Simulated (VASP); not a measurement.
Set up this calculation in VASP 6.6.1, as the native input.

```yaml
Task: single point
Functional: BLYP
Potentials_or_basis: VASP PAW PBE potentials, release 64 (As)
Cutoff: 520 eV
k_mesh: 12 × 12 × 10
Occupations: fermi-dirac, width 0.1 eV
Spin: no spin polarisation
Dipole_correction: no
Further_INCAR_settings: ALGO = Normal; EDIFF = 1e-06; NBANDS = 12
```

The structure of As lies in POSCAR:

```
As
1.0
   -5.6220605957      6.0037865957      1.3769271945
    6.0037865957     -5.6220605957      1.3769271945
    2.4404656611      2.4404656611     -0.6777953264
As
2
Direct
    0.9249950251      0.0750049749      0.0000000000
    0.8250049749      0.1749950251      0.5000000000
```

These files were run (other wordings do the same):

INCAR

```
  PREC = Accurate
  ENCUT = 520
  EDIFF = 1E-6
  ISMEAR = -1
  SIGMA = 0.1
  LREAL = False
  LASPH = True
  NELM = 100
  ALGO = Normal
  ISIF = 2
  LWAVE = False
  LCHARG = False
  GGA = B5
  ALDAX = 1.0
  AGGAX = 1.0
  AGGAC = 1.0
  ALDAC = 0.0
  NBANDS = 12
```

KPOINTS

```
regular mesh
0
Gamma
  12 12 10
```

Potentials or basis: VASP PAW PBE potentials, release 64 (As).

Run with:

```sh
$ cat potpaw_PBE.64/As/POTCAR > POTCAR
$ mpirun -np 1 vasp_std > vasp.out
```

It gave:

```yaml
Pressure: 5.1 GPa
Largest_force: 1.459 eV/Å
Band_gap_on_the_k_mesh: zero (bands 5 and 6 overlap by 4.37 eV)
```

Caveat: the cell stands under pressure; the PAW data sets were made with another functional, which shifts forces and pressure a little.

Wall time 5.2 min on 1 thread of Intel(R) Xeon(R) 6975P-C (Granite Rapids), with other jobs on the host, peak memory 0.56 GiB.
